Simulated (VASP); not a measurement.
# BaTiO3 (R3m) in VASP: notebook

Runs on BaTiO3. Level: r2SCAN+U. Tasks: single point.

All numbers are computed with VASP 6.6.1; they aren't measurements. Logs are shortened: lines on timing, memory, paths and dates and some standing lists are left out, and cuts for length are marked.

## Step 1: The cell of the first run

The structure is trigonal, space group R3m (No. 160). Conventional cell: a = 5.759 Å, b = 5.759 Å, c = 7.067 Å, α = 90.00°, β = 90.00°, γ = 120.00°. Ba (site symmetry 3m) has 12 O at 2.81 to 2.96 Å and 8 Ti at 3.45 to 3.62 Å within 3.7 Å. Within 2.5 Å of Ti (site symmetry 3m) lie 6 O at 1.89 to 2.19 Å. Within 2.5 Å of O (site symmetry m) lie 2 Ti at 1.89 to 2.19 Å.

## Step 2: Single point, r2SCAN+U (equal strain along all axes, cell held: +1.5 %, then relaxed in part)

The input, POSCAR:

```
BaTiO3
1.0
    2.8794103441      1.6624283372      2.3557290333
   -2.8794103441      1.6624283372      2.3557290333
    0.0000000000     -3.3248566745      2.3557290333
Ba Ti O
1 1 3
Direct
    0.0020091225      0.0020091225      0.0020091225
    0.5140268344      0.5140268344      0.5140268344
    0.4887826182      0.9774998067      0.4887826182
    0.4887826182      0.4887826182      0.9774998067
    0.9774998067      0.4887826182      0.4887826182
```

The input, INCAR.step1:

```
ALGO     = Normal         # electronic algorithm
EDIFF    = 1E-4           # SCF threshold, eV
ENCUT    = 520            # plane-wave cutoff, eV
GGA      = PE             # functional
ISMEAR   = 0              # smearing method
LASPH    = T              # aspherical terms in the spheres
LCHARG   = F              # write CHGCAR
LDAU     = T              # DFT+U
LDAUJ    = 0 0 0        
LDAUL    = -1 2 -1        # shell
LDAUTYPE = 2            
LDAUU    = 0 4 0          # U, eV
LMAXMIX  = 4              # l up to which the mixer works
LREAL    = F              # projectors in reciprocal space
LWAVE    = T              # write WAVECAR
NBANDS   = 28             # bands
NELM     = 150            # most SCF steps
PREC     = Accurate       # precision mode
SIGMA    = 0.02           # smearing width, eV
```

The input, INCAR.step2:

```
ALGO     = Normal         # electronic algorithm
EDIFF    = 1E-7           # SCF threshold, eV
ENCUT    = 520            # plane-wave cutoff, eV
ISIF     = 2              # what is computed and relaxed
ISMEAR   = 0              # smearing method
ISTART   = 1            
LASPH    = T              # aspherical terms in the spheres
LCHARG   = F              # write CHGCAR
LDAU     = T              # DFT+U
LDAUJ    = 0 0 0        
LDAUL    = -1 2 -1        # shell
LDAUPRINT= 1            
LDAUTYPE = 2            
LDAUU    = 0 4 0          # U, eV
LMAXMIX  = 4              # l up to which the mixer works
LMIXTAU  = T            
LREAL    = F              # projectors in reciprocal space
LWAVE    = F              # write WAVECAR
METAGGA  = R2SCAN         # meta-GGA
NBANDS   = 28             # bands
NELM     = 150            # most SCF steps
PREC     = Accurate       # precision mode
SIGMA    = 0.02           # smearing width, eV
```

The input, KPOINTS:

```
k-points
0
Gamma
  6 6 6
```

Potentials or basis: VASP PAW PBE potentials, release 64 (Ba_sv, Ti_sv, O).

Started as:

```
> cat potpaw_PBE.64/Ba_sv/POTCAR potpaw_PBE.64/Ti_sv/POTCAR potpaw_PBE.64/O/POTCAR > POTCAR
> cp INCAR.step1 INCAR
> mpirun -np 1 vasp_std > vasp.out
> cp INCAR.step2 INCAR
> mpirun -np 1 vasp_std > vasp.out
```

OUTCAR:

```text
EDIFF = 1E-7
   ENCUT = 520
   ISIF = 2
   ISMEAR = 0
   ISTART = 1
   LASPH = T
   LREAL = F
   METAGGA = R2SCAN
   NELM = 150
   PREC = Accurate

 ion  position               nearest neighbor table
   1  0.002  0.002  0.002-   4 2.81   3 2.81   5 2.81   5 2.88   3 2.88   3 2.88   5 2.88   4 2.88
                             4 2.88   4 2.96   3 2.96   5 2.96   2 3.45   2 3.50   2 3.50   2 3.50
   2  0.514  0.514  0.514-   4 1.89   3 1.89   5 1.89   4 2.19   3 2.19   5 2.19   1 3.45   1 3.50
                             1 3.50   1 3.50   1 3.56   1 3.56   1 3.56   1 3.62
   3  0.489  0.977  0.489-   2 1.89   2 2.19   1 2.81   1 2.88   1 2.88   1 2.96
   4  0.489  0.489  0.977-   2 1.89   2 2.19   1 2.81   1 2.88   1 2.88   1 2.96
   5  0.977  0.489  0.489-   2 1.89   2 2.19   1 2.81   1 2.88   1 2.88   1 2.96

  LATTYP: Found a trigonal (rhomboedric) cell.
 ALAT       =     4.0748167056
 COS(alpha) =     0.0013323988

  Lattice vectors:

 A1 = (   2.8794103441,   1.6624283372,   2.3557290333)
 A2 = (  -2.8794103441,   1.6624283372,   2.3557290333)
 A3 = (   0.0000000000,  -3.3248566745,   2.3557290333)

Analysis of symmetry for initial positions (statically):
=====================================================================
 Subroutine PRICEL returns:
 Original cell was already a primitive cell.

 Routine SETGRP: Setting up the symmetry group for a
 trigonal (rhombohedral) supercell.

 Subroutine GETGRP returns: Found  6 space group operations
 (whereof  6 operations were pure point group operations)
 out of a pool of 12 trial point group operations.

The static configuration has the point symmetry C_3v.

Analysis of symmetry for dynamics (positions and initial velocities):
=====================================================================
 Subroutine PRICEL returns:
 Original cell was already a primitive cell.

 Routine SETGRP: Setting up the symmetry group for a
 trigonal (rhombohedral) supercell.

 Subroutine GETGRP returns: Found  6 space group operations
 (whereof  6 operations were pure point group operations)
 out of a pool of 12 trial point group operations.

The dynamic configuration has the point symmetry C_3v.

 Subroutine INISYM returns: Found  6 space group operations
 (whereof  6 operations are pure point group operations),
 and found     1 'primitive' translations

----------------------------------------------------------------------------------------

                                     Primitive cell

  volume of cell :      67.6586

  direct lattice vectors                    reciprocal lattice vectors
     2.879410344  1.662428337  2.355729033     0.173646664  0.100254948  0.141499013
    -2.879410344  1.662428337  2.355729033    -0.173646664  0.100254948  0.141499013
     0.000000000 -3.324856674  2.355729033     0.000000000 -0.200509896  0.141499013

  length of vectors
     4.074816706  4.074816706  4.074816706     0.245410247  0.245410247  0.245410247

  position of ions in fractional coordinates (direct lattice)
     0.002009122  0.002009122  0.002009122
     0.514026834  0.514026834  0.514026834
     0.488782618  0.977499807  0.488782618
     0.488782618  0.488782618  0.977499807
     0.977499807  0.488782618  0.488782618

  ion indices of the primitive-cell ions
   primitive index   ion index
                 1           1
                 2           2
                 3           3
                 4           4
                 5           5

----------------------------------------------------------------------------------------

 KPOINTS: k-points

Automatic generation of k-mesh.
 Grid dimensions read from file:
[... 55 lines left out ...]
 SYSTEM =  unknown system
   PREC   = accura    normal or accurate (medium, high low for compatibility)
   ISTART =      1    job   : 0-new  1-cont  2-samecut
   ICHARG =      0    charge: 1-file 2-atom 10-const
   ISPIN  =      1    spin polarized calculation?
   LNONCOLLINEAR =      F non collinear calculations
   LSORBIT =      F    spin-orbit coupling
   LASPH  =      T    aspherical Exc in radial PAW
   ENCUT  =  520.0 eV  38.22 Ry    6.18 a.u.   7.58  7.58  7.58*2*pi/ulx,y,z
   NELM   =    150;   NELMIN=  2; NELMDL=  0     # of ELM steps
   EDIFF  = 0.1E-06   stopping-criterion for ELM
   LREAL  =      F    real-space projection
   EDIFFG = 0.1E-05   stopping-criterion for IOM
   NSW    =      0    number of steps for IOM
   IBRION =     -1    ionic relax: 0-MD 1-quasi-New 2-CG
   NFREE  =      0    steps in history (QN), initial steepest desc. (CG)
   ISIF   =      2    stress and relaxation
   ISYM   =      2    0-nonsym 1-usesym 2-fastsym
   POTIM  = 0.5000    time-step for ionic-motion
   TEBEG  =    0.0;   TEEND  =   0.0 temperature during run
   PSTRESS=    0.0 pullay stress
   NELECT =      40.0000    total number of electrons
   NUPDOWN=      -1.0000    fix difference up-down
   EMIN   =  10.00;   EMAX   =-10.00  energy-range for DOS
   EFERMI =   0.00;   METHOD = LEGACY
   ISMEAR =     0;   SIGMA  =   0.02  broadening in eV -4-tet -1-fermi 0-gaus
   EFERMI_NEDOS =   21; number of points for ismear=-14 and -15
   IALGO  =     38    algorithm
   IMIX   =      4    mixing-type and parameters
     AMIX     =   0.40;   BMIX     =  1.00
     AMIX_MAG =   1.60;   BMIX_MAG =  1.00
  volume/ion in A,a.u.               =      13.53        91.32
  Fermi-wavevector in a.u.,A,eV,Ry     =   1.374001  2.596486 25.686160  1.887879
  Thomas-Fermi vector in A             =   2.499467
   LORBIT       =      0    0 simple, 1 ext, 2 COOP (PROOUT), +10 PAW based schemes
 LDA+U is selected, type is set to LDAUTYPE =  2
   angular momentum for each species LDAUL =    -1    2   -1
   U (eV)           for each species LDAUU =   0.0  4.0  0.0
   J (eV)           for each species LDAUJ =   0.0  0.0  0.0
   METAGGA = R2SCAN    functional components
   LHFCALC =     F    Hartree Fock is set to
   AEXX    =    0.0000 exact exchange contribution
   IVDW    =     0    specifies the selected vdW correction
   LEPSILON=     F    determine dielectric tensor
   LRPA    =     F    only Hartree local field effects (RPA)
 non-spin polarized calculation
 Gauss-broadening in eV      SIGMA  =   0.02
  energy-cutoff  :      520.00
  volume of cell :       67.66
 maximum number of plane-waves:      1856
   NGX = 15   NGY = 15   NGZ = 15

atom =   2  type =  2  l = 2

 onsite density matrix

spin component  1

  0.1567  0.0000 -0.0000  0.0653 -0.0000
  0.0000  0.1832 -0.0000 -0.0000  0.0653
 -0.0000 -0.0000  0.1017  0.0000 -0.0000
  0.0653 -0.0000  0.0000  0.1832 -0.0000
 -0.0000  0.0653 -0.0000 -0.0000  0.1567

spin component  2

  0.1567  0.0000 -0.0000  0.0653 -0.0000
  0.0000  0.1832 -0.0000 -0.0000  0.0653
 -0.0000 -0.0000  0.1017  0.0000 -0.0000
  0.0653 -0.0000  0.0000  0.1832 -0.0000
 -0.0000  0.0653 -0.0000 -0.0000  0.1567

 occupancies and eigenvectors

  o =  0.1017  v =  0.0000  0.0000 -1.0000  0.0000 -0.0000  0.0000  0.0000  0.0000  0.0000  0.0000      0.0000  0.0000  0.0000  0.0000  0.0000  0.0000  0.0000  0.0000  0.0000  0.0000
  o =  0.1017  v =  0.0000  0.0000  0.0000  0.0000  0.0000  0.0000  0.0000 -1.0000  0.0000 -0.0000      0.0000  0.0000  0.0000  0.0000  0.0000  0.0000  0.0000  0.0000  0.0000  0.0000
  o =  0.1033  v =  0.0000 -0.6332 -0.0000  0.0000  0.7740  0.0000  0.0000  0.0000  0.0000  0.0000      0.0000  0.0000  0.0000  0.0000  0.0000  0.0000  0.0000  0.0000  0.0000  0.0000
  o =  0.1033  v =  0.0000  0.0000  0.0000  0.0000  0.0000  0.0000 -0.6332 -0.0000  0.0000  0.7740      0.0000  0.0000  0.0000  0.0000  0.0000  0.0000  0.0000  0.0000  0.0000  0.0000
  o =  0.1033  v =  0.0000  0.0000  0.0000  0.0000  0.0000 -0.7740  0.0000 -0.0000  0.6332 -0.0000      0.0000  0.0000  0.0000  0.0000  0.0000  0.0000  0.0000  0.0000  0.0000  0.0000
  o =  0.1033  v = -0.7740  0.0000 -0.0000  0.6332 -0.0000  0.0000  0.0000  0.0000  0.0000  0.0000      0.0000  0.0000  0.0000  0.0000  0.0000  0.0000  0.0000  0.0000  0.0000  0.0000
  o =  0.2366  v =  0.0000 -0.7740  0.0000  0.0000 -0.6332  0.0000  0.0000  0.0000  0.0000  0.0000      0.0000  0.0000  0.0000  0.0000  0.0000  0.0000  0.0000  0.0000  0.0000  0.0000
  o =  0.2366  v =  0.0000  0.0000  0.0000  0.0000  0.0000  0.0000 -0.7740  0.0000  0.0000 -0.6332      0.0000  0.0000  0.0000  0.0000  0.0000  0.0000  0.0000  0.0000  0.0000  0.0000
  o =  0.2366  v =  0.0000  0.0000  0.0000  0.0000  0.0000 -0.6332  0.0000  0.0000 -0.7740  0.0000      0.0000  0.0000  0.0000  0.0000  0.0000  0.0000  0.0000  0.0000  0.0000  0.0000
  o =  0.2366  v = -0.6332  0.0000  0.0000 -0.7740  0.0000  0.0000  0.0000  0.0000  0.0000  0.0000      0.0000  0.0000  0.0000  0.0000  0.0000  0.0000  0.0000  0.0000  0.0000  0.0000

 number of electron      40.0000016 magnetization

 Free energy of the ion-electron system (eV)
  ---------------------------------------------------
  ext. energy  EPLUGINS =         0.00000000
  ---------------------------------------------------
  free energy    TOTEN  =       -71.59050286 eV

  energy without entropy =      -71.59050286  energy(sigma->0) =      -71.59050286

 E-fermi :   3.3145     XC(G=0): -11.6003

 val. band max:        3.1955527443   @ k =   0.5000   0.5000   0.5000
 cond. band min:       6.3834110428   @ k =   0.0000   0.0000   0.0000
 fundamental gap:      3.1878582985
 Fermi energy:         3.3145256992

 k-point     1 :       0.0000    0.0000    0.0000
  band No.  band energies     occupation
      1     -56.5648      2.00000
      2     -31.7008      2.00000
      3     -31.6836      2.00000
      4     -31.6836      2.00000
      5     -22.4075      2.00000
      6     -14.5358      2.00000
[... 733 lines left out ...]
     27      11.7105      0.00000
     28      12.1827      0.00000

 [... further k-points ...]

------------------------ aborting loop because EDIFF is reached ----------------------------------------

  FORCE on cell =-STRESS in cart. coord.  units (eV):
  Direction    XX          YY          ZZ          XY          YZ          ZX
  --------------------------------------------------------------------------------------
  -------------------------------------------------------------------------------------
  Total       -0.5021977     -0.5021977     -0.3906935     -0.0000000      0.0000000      0.0000000
  in kB      -11.8922017    -11.8922017     -9.2517447     -0.0000000      0.0000000      0.0000000
  external PRESSURE =     -11.0120494 kB  Pullay stress =       0.0000000 kB

 VOLUME and BASIS-vectors are now :
 -----------------------------------------------------------------------------
  energy-cutoff  :      520.00
  volume of cell :       67.66
      direct lattice vectors                 reciprocal lattice vectors
     2.879410344  1.662428337  2.355729033     0.173646664  0.100254948  0.141499013
    -2.879410344  1.662428337  2.355729033    -0.173646664  0.100254948  0.141499013
     0.000000000 -3.324856674  2.355729033     0.000000000 -0.200509896  0.141499013

 POSITION                                       TOTAL-FORCE (eV/Angst)
 -----------------------------------------------------------------------------------
      0.00000     -0.00000      0.01420        -0.000000      0.000000     -0.029843
      0.00000     -0.00000      3.63272        -0.000000      0.000000     -0.790938
     -1.40722      0.81246      4.60560        -0.337527      0.194871      0.273594
      0.00000     -1.62491      4.60560        -0.000000     -0.389742      0.273594
      1.40722      0.81246      4.60560         0.337527      0.194871      0.273594
 -----------------------------------------------------------------------------------
    total drift:                                0.000000      0.000000     -0.004043

  FREE ENERGIE OF THE ION-ELECTRON SYSTEM (eV)
  ---------------------------------------------------
  free  energy   TOTEN  =       -71.5905028579 eV

  energy  without entropy=      -71.5905028579  energy(sigma->0) =      -71.59050286
```

Wall time 4.9 min (1 thread of Intel Xeon Platinum 8259CL at 2.50GHz (Skylake/Cascade Lake), shared host); peak memory 0.21 GiB.

Results:

```yaml
Free_energy: -71.5905 eV
Pressure: -1.1 GPa
Largest_force: 0.791 eV/Å
Band_gap_on_the_k_mesh: 3.19 eV (least direct gap 3.68 eV)
```

Forces in eV/Å, atoms in the order of the input:
```
Ba   0.000  0.000 -0.030
Ti   0.000  0.000 -0.791
O   -0.338  0.195  0.274
O    0.000 -0.390  0.274
O    0.338  0.195  0.274
```

Levels at points of the mesh, in eV from the valence-band top:
```tsv
k point	band 17	band 18	band 19	band 20	band 21	band 22	band 23	band 24
(0.00, 0.00, 0.00)	-1.03	-0.54	-0.50	-0.50	3.19	3.19	3.27	4.55
(0.50, 0.00, 0.00)	-1.59	-1.51	-1.00	-0.94	3.34	4.41	4.47	4.57
(0.50, 0.50, 0.00)	-1.83	-0.94	-0.89	-0.09	4.48	4.50	4.85	5.05
(0.50, 0.50, 0.50)	-2.29	-0.03	-0.03	0.00	4.92	5.09	5.09	6.93
```

Eigenvalues of the final occupation matrices:
```csv
site,spin,trace,eigenvalues
site 2 d,1,0.78,0.10 0.10 0.10 0.24 0.24
site 2 d,2,0.78,0.10 0.10 0.10 0.24 0.24
```

Caveat: the cell differs from its parent crystal (equal strain along all axes, cell held: +1.5 %, then relaxed in part); the PAW data sets were made with another functional, which shifts forces and pressure a little; spin-orbit coupling is left out, which moves the levels of the heavy elements. A k mesh can miss the band edges.

## Step 3: Single point, r2SCAN+U (equal strain along all axes, cell held: +3.0 %, then relaxed in part)

The input, POSCAR:

```
BaTiO3
1.0
    2.9219632063      1.6869962437      2.3905427628
   -2.9219632063      1.6869962437      2.3905427628
    0.0000000000     -3.3739924874      2.3905427628
Ba Ti O
1 1 3
Direct
    0.0053925944      0.0053925944      0.0053925944
    0.5195354118      0.5195354118      0.5195354118
    0.4875238863      0.9711252211      0.4875238863
    0.4875238863      0.4875238863      0.9711252211
    0.9711252211      0.4875238863      0.4875238863
```

The input, INCAR.step1:

```
SYSTEM = BaTiO3
PREC = Accurate
ENCUT = 520
ISMEAR = 0
SIGMA = 0.02
LREAL = .False.
LASPH = .True.
NELM = 150
LMAXMIX = 4
LDAU = .True.
LDAUTYPE = 2
LDAUL = -1 2 -1
LDAUU = 0 4 0
LDAUJ = 0 0 0
NBANDS = 28
GGA = PE
ALGO = Normal
EDIFF = 1E-4
LWAVE = .True.
LCHARG = .False.
```

The input, INCAR.step2:

```
SYSTEM = BaTiO3
PREC = Accurate
ENCUT = 520
EDIFF = 1E-7
ISMEAR = 0
SIGMA = 0.02
LREAL = .False.
LASPH = .True.
NELM = 150
ALGO = Normal
ISIF = 2
LWAVE = .False.
LCHARG = .True.
LMAXMIX = 4
LDAU = .True.
LDAUTYPE = 2
LDAUL = -1 2 -1
LDAUU = 0 4 0
LDAUJ = 0 0 0
LDAUPRINT = 1
METAGGA = R2SCAN
LMIXTAU = .True.
LELF = .True.
LVHAR = .True.
NBANDS = 28
ISTART = 1
```

The input, KPOINTS:

```
Automatic mesh
0
Gamma
  6 6 6
  0 0 0
```

Potentials or basis: VASP PAW PBE potentials, release 64 (Ba_sv, Ti_sv, O).

Started as:

```
> cat potpaw_PBE.64/Ba_sv/POTCAR potpaw_PBE.64/Ti_sv/POTCAR potpaw_PBE.64/O/POTCAR > POTCAR
> cp INCAR.step1 INCAR
> mpirun -np 1 vasp_std > vasp.out
> cp INCAR.step2 INCAR
> mpirun -np 1 vasp_std > vasp.out
```

Wall time 2.7 min (1 thread of Intel Xeon Platinum 8259CL at 2.50GHz (Skylake/Cascade Lake), shared host); peak memory 0.23 GiB.

The run converged. Its results:

```yaml
Free_energy: -71.4622 eV
Pressure: -4.7 GPa
Largest_force: 0.892 eV/Å
Band_gap_on_the_k_mesh: 3.43 eV (least direct gap 4.00 eV)
```

Forces on the atoms (eV/Å):
```
Ba   0.000  0.000 -0.038
Ti   0.000  0.000 -0.892
O   -0.400  0.231  0.310
O    0.000 -0.462  0.310
O    0.400  0.231  0.310
```

Stress tensor (GPa, compression positive):
```
-5.00  0.00  0.00
 0.00 -5.00  0.00
 0.00  0.00 -4.17
```

Levels at points of the mesh, in eV from the valence-band top:
```csv
k point,band 17,band 18,band 19,band 20,band 21,band 22,band 23,band 24
"(0.00, 0.00, 0.00)",-0.96,-0.69,-0.66,-0.66,3.45,3.45,3.54,4.66
"(0.50, 0.00, 0.00)",-1.52,-1.40,-1.07,-0.99,3.57,4.40,4.51,4.68
"(0.50, 0.50, 0.00)",-1.77,-0.95,-0.88,-0.09,4.47,4.54,4.83,4.98
"(0.50, 0.50, 0.50)",-2.26,-0.05,-0.05,0.00,4.79,5.06,5.06,6.69
```

Eigenvalues of the final occupation matrices:
```tsv
site	spin	trace	eigenvalues
site 2 d	1	0.80	0.10 0.11 0.11 0.24 0.24
site 2 d	2	0.80	0.10 0.11 0.11 0.24 0.24
```

Caveat: the cell differs from its parent crystal (equal strain along all axes, cell held: +3.0 %, then relaxed in part); the cell stands under tension; the PAW data sets were made with another functional, which shifts forces and pressure a little; spin-orbit coupling is left out, which moves the levels of the heavy elements.

(Continued in part 2 of 2.)
